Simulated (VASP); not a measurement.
# TiAl (P-6m2) in VASP: notebook, part 2 of 2

VASP 6.6.1.

### 4 Relaxation of cell and atoms, PBEsol, target pressure 20 GPa, at which the enthalpy is minimised

The input, INCAR:

```
  PREC = Accurate
  ENCUT = 600
  EDIFF = 1E-6
  ISMEAR = -1
  SIGMA = 0.05
  LREAL = F
  LASPH = T
  NELM = 80
  ALGO = Normal
  ISIF = 3
  LWAVE = F
  LCHARG = F
  GGA = PS
  IBRION = 2
  NSW = 60
  EDIFFG = -0.01
  PSTRESS = 200.0
```

The input, KPOINTS:

```
regular mesh
0
Gamma
  11 11 6
```

The input, POSCAR:

```
TiAl
1.0
    2.8672622327      0.0000000000      0.0000000000
   -1.4336311163      2.4831219328      0.0000000000
    0.0000000000      0.0000000000      4.6780830000
Ti Al
1 1
Direct
    0.0000000000      0.0000000000      0.0000000000
    0.3333333333      0.6666666667      0.5000000000
```

Potentials or basis: VASP PAW PBE potentials, release 64 (Ti_sv, Al).

Launch:

```console
> cat potpaw_PBE.64/Ti_sv/POTCAR potpaw_PBE.64/Al/POTCAR > POTCAR
> mpirun -np 1 vasp_std > vasp.out
```

OUTCAR:

```text
PREC = Accurate
   ENCUT = 600
   EDIFF = 1E-6
   ISMEAR = -1
   LREAL = F
   LASPH = T
   NELM = 80
   ISIF = 3
   GGA = PS
   IBRION = 2
   NSW = 60
   EDIFFG = -0.01
   PSTRESS = 200.0

 ion  position               nearest neighbor table
   1  0.000  0.000  0.000-   2 2.87   2 2.87   2 2.87   2 2.87   2 2.87   2 2.87
   2  0.333  0.667  0.500-   1 2.87   1 2.87   1 2.87   1 2.87   1 2.87   1 2.87

  LATTYP: Found a hexagonal cell.
 ALAT       =     2.8672622327
 C/A-ratio  =     1.6315504549

  Lattice vectors:

 A1 = (   2.8672622327,   0.0000000000,   0.0000000000)
 A2 = (  -1.4336311163,   2.4831219328,   0.0000000000)
 A3 = (   0.0000000000,   0.0000000000,   4.6780830000)

Analysis of symmetry for initial positions (statically):
=====================================================================
 Subroutine PRICEL returns:
 Original cell was already a primitive cell.

[... 219 lines left out ...]
      1     -43.4767      2.00000
      2     -19.9990      2.00000
      3     -18.8990      2.00000
      4     -18.8990      2.00000
      5       1.3080      2.00000
      6       9.3688      2.00000
      7      10.4641      2.00000
      8      13.7596      0.00000
      9      13.7596      0.00000
     10      16.1802      0.00000
     11      16.1802      0.00000
[... 587 lines left out ...]
--------------------------------------- Ionic step        9  -------------------------------------------

 number of electron      15.0000002 magnetization

 Free energy of the ion-electron system (eV)
  ---------------------------------------------------
  ext. energy  EPLUGINS =         0.00000000
  ---------------------------------------------------
  free energy    TOTEN  =       -12.70129172 eV

  energy without entropy =      -12.68288932  energy(sigma->0) =      -12.69209052

 E-fermi :   9.6184     XC(G=0): -11.7653

 val. band max:        9.6018354251   @ k =   0.3636   0.0909   0.5000
 cond. band min:       9.6238456085   @ k =   0.3636   0.2727   0.3333
 fundamental gap:      0.0220101834
 Fermi energy:         9.6183739733

 k-point     1 :       0.0000    0.0000    0.0000
  band No.  band energies     occupation
      1     -46.3166      2.00000
      2     -22.7742      2.00000
      3     -22.1033      2.00000
      4     -22.1033      2.00000
      5      -0.1787      2.00000
      6       7.0660      2.00000
      7       7.6306      2.00000
      8      11.0912      0.00000
      9      11.0912      0.00000
     10      13.0045      0.00000
     11      13.0045      0.00000
[... 355 lines left out ...]
  energy  without entropy=      -12.6828893249  energy(sigma->0) =      -12.69209052

  enthalpy is  TOTEN    =        -9.1840701423 eV   P V=        3.5172215795

 reached required accuracy - stopping structural energy minimisation
```

CONTCAR:

```text
TiAl
   1.00000000000000
     2.7012720367225183    0.0000000000063014   -0.0000000000000000
    -1.3506360183086965    2.3393702062963984   -0.0000000000000000
    -0.0000000000000000   -0.0000000000000000    4.4587491383197788
  Ti              Al
     1     1
Direct
     0.0000000000000000    0.0000000000000000    0.0000000000000000
     0.3333333332999970    0.6666666667000030    0.5000000000000000

  0.00000000E+00  0.00000000E+00  0.00000000E+00
  0.00000000E+00  0.00000000E+00  0.00000000E+00
```

Wall time 2.5 min (1 thread of Intel Xeon Platinum 8259CL at 2.50GHz (Skylake/Cascade Lake), shared host); peak memory 0.19 GiB.

Results:

- Free energy: -12.7013 eV
- Relaxed volume: 14.09 Å³/atom
- Relaxed cell: a = 2.701 Å, b = 2.701 Å, c = 4.459 Å, α = 90.00°, β = 90.00°, γ = 120.00°
- Space group after relaxing (to 0.05 Å): P-6m2 (No. 187)
- Energy change on relaxing (the enthalpy is what falls): +115.2 meV/atom
- Ionic steps: 9
- Pressure after relaxing: 20.0 GPa

The path:
| step | energy change (eV) | largest force (eV/Å) | pressure (GPa) | volume (Å³) |
| --- | --- | --- | --- | --- |
| 1 | 0.0000 | 0.0000 | -2.83 | 33.31 |
| 2 | 1.5474 | 0.0000 | 69.14 | 23.13 |
| 3 | 0.2012 | 0.0000 | 18.63 | 28.44 |
| 4 | 0.2229 | 0.0000 | 19.72 | 28.26 |
| 5 | 0.2349 | 0.0000 | 20.35 | 28.17 |
| 6 | 0.2390 | 0.0000 | 20.46 | 28.11 |
| 7 | 0.2396 | 0.0000 | 20.45 | 28.10 |
| 8 | 0.2210 | 0.0000 | 19.55 | 28.25 |
| 9 | 0.2303 | 0.0000 | 19.98 | 28.18 |

Final structure:
```yaml
crystal:
  lattice:
    - [2.70127, 0.00000, 0.00000]
    - [-1.35064, 2.33937, 0.00000]
    - [0.00000, 0.00000, 4.45875]
  atoms:
    - { symbol: Ti, position: [0.00000, 0.00000, 0.00000] }
    - { symbol: Al, position: [0.33333, 0.66667, 0.50000] }
```

Caveat: the cell is relaxed towards a set pressure, so the enthalpy falls and the energy may rise; the volume moved by over 15 % at a fixed basis, so the end points are rough; the PAW data sets were made with another functional, which shifts forces and pressure a little.

### 5 Relaxation of cell and atoms, PBEsol, target pressure 30 GPa, at which the enthalpy is minimised

The input, INCAR:

```
PREC = Accurate ; ENCUT = 600
EDIFF = 1E-6 ; ISMEAR = -1
SIGMA = 0.05 ; LREAL = F
LASPH = T ; NELM = 60
ALGO = Normal ; ISIF = 3
LWAVE = F ; LCHARG = F
GGA = PS ; IBRION = 2
NSW = 60 ; EDIFFG = -0.01
PSTRESS = 300.0
```

The input, KPOINTS:

```
Automatic mesh
0
Gamma
  11 11 6
```

POSCAR is that of step 4.

Potentials or basis: VASP PAW PBE potentials, release 64 (Ti_sv, Al).

Launch:

```console
> cat potpaw_PBE.64/Ti_sv/POTCAR potpaw_PBE.64/Al/POTCAR > POTCAR
> mpirun -np 1 vasp_std > vasp.out
```

OUTCAR:

```text
PREC = Accurate
   ENCUT = 600
   EDIFF = 1E-6
   ISMEAR = -1
   LREAL = F
   LASPH = T
   NELM = 60
   ISIF = 3
   GGA = PS
   IBRION = 2
   NSW = 60
   EDIFFG = -0.01
   PSTRESS = 300.0

 ion  position               nearest neighbor table
   1  0.000  0.000  0.000-   2 2.87   2 2.87   2 2.87   2 2.87   2 2.87   2 2.87
   2  0.333  0.667  0.500-   1 2.87   1 2.87   1 2.87   1 2.87   1 2.87   1 2.87

  LATTYP: Found a hexagonal cell.
 ALAT       =     2.8672622327
 C/A-ratio  =     1.6315504549

  Lattice vectors:

 A1 = (   2.8672622327,   0.0000000000,   0.0000000000)
 A2 = (  -1.4336311163,   2.4831219328,   0.0000000000)
 A3 = (   0.0000000000,   0.0000000000,   4.6780830000)

Analysis of symmetry for initial positions (statically):
=====================================================================
 Subroutine PRICEL returns:
 Original cell was already a primitive cell.

[... 257 lines left out ...]
      1     -45.9062      2.00000
      2     -22.3730      2.00000
      3     -21.6717      2.00000
      4     -21.6717      2.00000
      5       0.0452      2.00000
      6       7.4217      2.00000
      7       8.1210      2.00000
      8      11.4572      0.00000
      9      11.4572      0.00000
     10      13.4102      0.00000
     11      13.4102      0.00000
[... 473 lines left out ...]
--------------------------------------- Ionic step        7  -------------------------------------------

 number of electron      14.9999997 magnetization

 Free energy of the ion-electron system (eV)
  ---------------------------------------------------
  ext. energy  EPLUGINS =         0.00000000
  ---------------------------------------------------
  free energy    TOTEN  =       -12.47748884 eV

  energy without entropy =      -12.45955125  energy(sigma->0) =      -12.46852004

 E-fermi :  10.2750     XC(G=0): -12.0042

 val. band max:       10.2632265203   @ k =   0.3636  -0.0000   0.1667
 cond. band min:      10.2809200343   @ k =   0.2727   0.2727   0.3333
 fundamental gap:      0.0176935140
 Fermi energy:        10.2750166657

 k-point     1 :       0.0000    0.0000    0.0000
  band No.  band energies     occupation
      1     -45.5787      2.00000
      2     -22.0482      2.00000
      3     -21.2648      2.00000
      4     -21.2648      2.00000
      5       0.1593      2.00000
      6       7.6238      2.00000
      7       8.2085      2.00000
      8      11.7903      0.00000
      9      11.7903      0.00000
     10      13.8647      0.00000
     11      13.8647      0.00000
[... 355 lines left out ...]
  energy  without entropy=      -12.4595512483  energy(sigma->0) =      -12.46852004

  enthalpy is  TOTEN    =        -7.4717163876 eV   P V=        5.0057724501

 reached required accuracy - stopping structural energy minimisation
```

Wall time 2.4 min (1 thread of Intel Xeon Platinum 8259CL at 2.50GHz (Skylake/Cascade Lake), shared host); peak memory 0.19 GiB.

What came out:

```
Free energy                                            : -12.4775 eV
Relaxed volume                                         : 13.37 Å³/atom
Relaxed cell                                           : a = 2.649 Å, b = 2.649 Å, c = 4.399 Å, α = 90.00°, β = 90.00°, γ = 120.00°
Space group after relaxing (to 0.05 Å)                 : P-6m2 (No. 187)
Energy change on relaxing (the enthalpy is what falls) : +227.1 meV/atom
Ionic steps                                            : 7
Pressure after relaxing                                : 30.1 GPa
```

Step by step:
| step | energy change (eV) | largest force (eV/Å) | pressure (GPa) | volume (Å³) |
| --- | --- | --- | --- | --- |
| 1 | 0.0000 | 0.0000 | -2.83 | 33.31 |
| 2 | 3.9076 | 0.0000 | 142.39 | 19.42 |
| 3 | 0.3537 | 0.0000 | 26.00 | 27.34 |
| 4 | 0.4249 | 0.0000 | 29.09 | 26.93 |
| 5 | 0.4468 | 0.0000 | 29.98 | 26.81 |
| 6 | 0.4537 | 0.0000 | 30.08 | 26.74 |
| 7 | 0.4541 | 0.0000 | 30.07 | 26.73 |

Final structure:
```
Ti Al
1.0
     2.64901    0.00000    0.00000
    -1.32451    2.29411    0.00000
     0.00000    0.00000    4.39908
Ti Al
1 1
Direct
  0.00000 0.00000 0.00000
  0.33333 0.66667 0.50000
```

Levels at points of the mesh, in eV from the Fermi level:
```csv
k point,band 4,band 5,band 6,band 7,band 8,band 9,band 10,band 11
"(0.00, 0.00, 0.00)",-31.54,-10.12,-2.65,-2.07,1.52,1.52,3.59,3.59
"(0.00, 0.00, 0.50)",-31.54,-9.01,-5.82,-0.80,1.53,1.53,3.49,3.49
```

Caveat: the cell is relaxed towards a set pressure, so the enthalpy falls and the energy may rise; the volume moved by over 15 % at a fixed basis, so the end points are rough; the PAW data sets were made with another functional, which shifts forces and pressure a little.

### 6 Summary

| cell | gap on the mesh (eV) | pressure (GPa) |
| --- | --- | --- |
| relaxed to 5 GPa | none | 4.9 |
| relaxed to 10 GPa | none | 10.1 |
| relaxed to 20 GPa | none | 20.0 |
| relaxed to 30 GPa | none | 30.1 |

Alike in all rows: task relaxation of cell and atoms; level PBEsol; potentials or basis VASP PAW PBE potentials, release 64 (Ti_sv, Al); no spin polarisation; k mesh 11 × 11 × 6; cutoff (eV) 600; smearing fermi-dirac 0.05 eV.

Caveats: the cell is relaxed towards a set pressure, so the enthalpy falls and the energy may rise; the PAW data sets were made with another functional, which shifts forces and pressure a little; the volume moved by over 15 % at a fixed basis, so the end points are rough (some runs).

Absolute energies hang on the potentials; compare differences alone.
